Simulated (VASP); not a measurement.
# CdO (Fm-3m) in VASP: electric field gradients with PBE

Aim: the electric field gradients of CdO with PBE.

Everything below comes from runs of VASP 6.6.1. Logs are shortened: lines on timing, memory, paths and dates and some standing lists are left out, and cuts for length are marked.

## Step 1: The cell of the first run

The structure is cubic, space group Fm-3m (No. 225). Conventional cell: a = 4.722 Å, b = 4.722 Å, c = 4.722 Å, α = 90.00°, β = 90.00°, γ = 90.00°. Cd (site symmetry m-3m) has 6 O at 2.36 Å within 3.1 Å. Within 3.1 Å of O (site symmetry m-3m) lie 6 Cd at 2.36 Å.

## Step 2: Electric field gradients, PBE

INCAR reads:

```
SYSTEM = CdO
  PREC = Accurate
  ENCUT = 520
  EDIFF = 1E-8
  ISMEAR = 1
  SIGMA = 0.13605693122994
  LREAL = .FALSE.
  LASPH = .TRUE.
  NELM = 120
  ALGO = Normal
  ISIF = 2
  LWAVE = .FALSE.
  LCHARG = .FALSE.
  GGA = PE
  LEFG = .TRUE.
  NBANDS = 16
  GGA_COMPAT = .FALSE.
```

KPOINTS reads:

```
regular mesh
0
G
  6 6 6
  0 0 0
```

POSCAR reads:

```
CdO
1.0
    0.0000000000      2.3609927699      2.3609927699
    2.3609927699      0.0000000000      2.3609927699
    2.3609927699      2.3609927699      0.0000000000
Cd O
1 1
Direct
    0.0000000000      0.0000000000      0.0000000000
    0.5000000000      0.5000000000      0.5000000000
```

Potentials or basis: VASP PAW PBE potentials, release 64 (Cd, O).

Command:

```
cat potpaw_PBE.64/Cd/POTCAR potpaw_PBE.64/O/POTCAR > POTCAR
mpirun -np 1 vasp_std > vasp.out
```

OUTCAR:

```text
SYSTEM = CdO
   PREC = Accurate
   ENCUT = 520
   EDIFF = 1E-8
   ISMEAR = 1
   LREAL = .FALSE.
   LASPH = .TRUE.
   NELM = 120
   ISIF = 2
   GGA = PE

 ion  position               nearest neighbor table
   1  0.000  0.000  0.000-   2 2.36   2 2.36   2 2.36   2 2.36   2 2.36   2 2.36
   2  0.500  0.500  0.500-   1 2.36   1 2.36   1 2.36   1 2.36   1 2.36   1 2.36

  LATTYP: Found a face centered cubic cell.
 ALAT       =     4.7219855398

  Lattice vectors:

 A1 = (   0.0000000000,   2.3609927699,   2.3609927699)
 A2 = (   2.3609927699,   0.0000000000,   2.3609927699)
 A3 = (   2.3609927699,   2.3609927699,   0.0000000000)

Analysis of symmetry for initial positions (statically):
=====================================================================
 Subroutine PRICEL returns:
 Original cell was already a primitive cell.

 Routine SETGRP: Setting up the symmetry group for a
 face centered cubic supercell.

 Subroutine GETGRP returns: Found 48 space group operations
 (whereof 48 operations were pure point group operations)
 out of a pool of 48 trial point group operations.

The static configuration has the point symmetry O_h .

Analysis of symmetry for dynamics (positions and initial velocities):
=====================================================================
 Subroutine PRICEL returns:
 Original cell was already a primitive cell.

 Routine SETGRP: Setting up the symmetry group for a
 face centered cubic supercell.

 Subroutine GETGRP returns: Found 48 space group operations
 (whereof 48 operations were pure point group operations)
 out of a pool of 48 trial point group operations.

The dynamic configuration has the point symmetry O_h .

 Subroutine INISYM returns: Found 48 space group operations
 (whereof 48 operations are pure point group operations),
 and found     1 'primitive' translations

----------------------------------------------------------------------------------------

                                     Primitive cell

  volume of cell :      26.3217

[... 113 lines left out ...]
  volume of cell :       26.32
 maximum number of plane-waves:       725
 NGX is ok and might be reduce to    28
   NGX = 13   NGY = 13   NGZ = 13

 number of electron      17.9999999 magnetization

 Free energy of the ion-electron system (eV)
  ---------------------------------------------------
  ext. energy  EPLUGINS =         0.00000000
  ---------------------------------------------------
  free energy    TOTEN  =        -7.71151484 eV

  energy without entropy =       -7.71224730  energy(sigma->0) =       -7.71175899

 E-fermi :   1.9499     XC(G=0): -11.6174

 val. band max:        1.8967269923   @ k =   0.5000   0.0000   0.0000
 cond. band min:       3.3926215279   @ k =   0.1667   0.0000   0.0000
 fundamental gap:      1.4958945356
 Fermi energy:         1.9498909883

 k-point     1 :       0.0000    0.0000    0.0000
  band No.  band energies     occupation
      1     -15.3628      2.00000
      2      -4.7796      2.00000
      3      -4.7796      2.00000
      4      -4.7796      2.00000
      5      -4.4833      2.00000
      6      -4.4833      2.00000
[... 281 lines left out ...]
      3      -4.7731      2.00000
      4      -4.6101      2.00000
      5      -4.1113      2.00000
      6      -3.9099      2.00000
[... 8 lines left out ...]
     15      23.0545      0.00000
     16      26.1675      0.00000

------------------------ aborting loop because EDIFF is reached ----------------------------------------

  FORCE on cell =-STRESS in cart. coord.  units (eV):
  Direction    XX          YY          ZZ          XY          YZ          ZX
  --------------------------------------------------------------------------------------
  -------------------------------------------------------------------------------------
  Total        0.8770257      0.8770257      0.8770257      0.0000000      0.0000000      0.0000000
  in kB       53.3837305     53.3837305     53.3837305      0.0000000      0.0000000      0.0000000
  external PRESSURE =      53.3837305 kB  Pullay stress =       0.0000000 kB

 VOLUME and BASIS-vectors are now :
 -----------------------------------------------------------------------------
  energy-cutoff  :      520.00
  volume of cell :       26.32
      direct lattice vectors                 reciprocal lattice vectors
     0.000000000  2.360992770  2.360992770    -0.211775320  0.211775320  0.211775320
     2.360992770  0.000000000  2.360992770     0.211775320 -0.211775320  0.211775320
     2.360992770  2.360992770  0.000000000     0.211775320  0.211775320 -0.211775320

 POSITION                                       TOTAL-FORCE (eV/Angst)
 -----------------------------------------------------------------------------------
      0.00000      0.00000      0.00000         0.000000      0.000000      0.000000
      2.36099      2.36099      2.36099         0.000000      0.000000     -0.000000
 -----------------------------------------------------------------------------------
    total drift:                                0.000000      0.000000      0.000000

  FREE ENERGIE OF THE ION-ELECTRON SYSTEM (eV)
  ---------------------------------------------------
  free  energy   TOTEN  =        -7.7115148411 eV

  energy  without entropy=       -7.7122472982  energy(sigma->0) =       -7.71175899

 Electric field gradients (V/A^2)
---------------------------------------------------------------------
 ion       V_xx      V_yy      V_zz      V_xy      V_xz      V_yz
---------------------------------------------------------------------
   1      -0.000     0.000     0.000    -0.001    -0.001    -0.001
   2       0.000     0.000     0.000     0.000     0.000     0.000
---------------------------------------------------------------------

 Electric field gradients after diagonalization (V/A^2)
 (convention: |V_zz| > |V_xx| > |V_yy|)
----------------------------------------------------------------------
 ion       V_xx      V_yy      V_zz     asymmetry (V_yy - V_xx)/ V_zz
----------------------------------------------------------------------
   1       0.001     0.001    -0.001       0.000
   2      -0.000    -0.000     0.000       0.000
----------------------------------------------------------------------

           NMR quadrupolar parameters

 Cq : quadrupolar parameter    Cq=e*Q*V_zz/h
 eta: asymmetry parameters     (V_yy - V_xx)/ V_zz
 Q  : nuclear electric quadrupole moment in mb (millibarn)
----------------------------------------------------------------------
 ion       Cq(MHz)       eta       Q (mb)
----------------------------------------------------------------------
   1      -0.000       0.000       1.000
   2       0.000       0.000       1.000
----------------------------------------------------------------------
```

OSZICAR:

```text
N       E                     dE             d eps       ncg     rms          rms(c)
DAV:   1     0.112531081326E+03    0.11253E+03   -0.10783E+04   560   0.116E+03
DAV:   2    -0.626082177411E+01   -0.11879E+03   -0.10730E+03   576   0.286E+02
DAV:   3    -0.951894585210E+01   -0.32581E+01   -0.32520E+01   616   0.526E+01
DAV:   4    -0.952775239695E+01   -0.88065E-02   -0.88062E-02   680   0.251E+00
DAV:   5    -0.952777731608E+01   -0.24919E-04   -0.24919E-04   616   0.122E-01    0.104E+01
DAV:   6    -0.777547084912E+01    0.17523E+01   -0.50332E+00   640   0.374E+01    0.909E+00
DAV:   7    -0.773151380756E+01    0.43957E-01   -0.70954E-01   520   0.782E+00    0.458E+00
DAV:   8    -0.771473636707E+01    0.16777E-01   -0.97283E-02   528   0.272E+00    0.735E-01
DAV:   9    -0.771140006028E+01    0.33363E-02   -0.74892E-03   616   0.885E-01    0.113E-01
DAV:  10    -0.771148048611E+01   -0.80426E-04   -0.91116E-04   536   0.309E-01    0.399E-02
DAV:  11    -0.771151894021E+01   -0.38454E-04   -0.53224E-05   592   0.724E-02    0.183E-02
DAV:  12    -0.771151505773E+01    0.38825E-05   -0.94661E-06   552   0.310E-02    0.617E-03
DAV:  13    -0.771151491345E+01    0.14428E-06   -0.56987E-07   584   0.852E-03    0.156E-03
DAV:  14    -0.771151483556E+01    0.77893E-07   -0.13155E-07   600   0.340E-03    0.602E-04
DAV:  15    -0.771151484108E+01   -0.55186E-08   -0.81255E-09   352   0.867E-04
   1 F= -.77115148E+01 E0= -.77117590E+01  d E =0.732457E-03
```

stdout:

```text
POSCAR found type information on POSCAR CdO
 POSCAR found :  2 types and       2 ions
 scaLAPACK will be used
 LDA part: xc-table for (Slater+PW92), standard interpolation
 POSCAR, INCAR and KPOINTS ok, starting setup
 FFT: planning ... GRIDC
 FFT: planning ... GRID_SOFT
 FFT: planning ... GRID
 WAVECAR not read
 entering main loop
ion   1

ion   2
```

Run time: 6.4 s. Hardware: 1 thread of Intel Xeon 6975P-C (Granite Rapids), shared host; peak memory 0.15 GiB.

What came out:

```yaml
Free_energy: -7.7115 eV
Pressure: 5.3 GPa
Band_gap_on_the_k_mesh: zero (band 9 reaches 1.90 eV, above the bottom of band 10 at 1.44 eV)
```

Caveat: the k points lie up to 0.38 Å⁻¹ apart; without QUAD_EFG the Cq values of the log hold for a quadrupole moment of 1 mb, not for the nuclei.
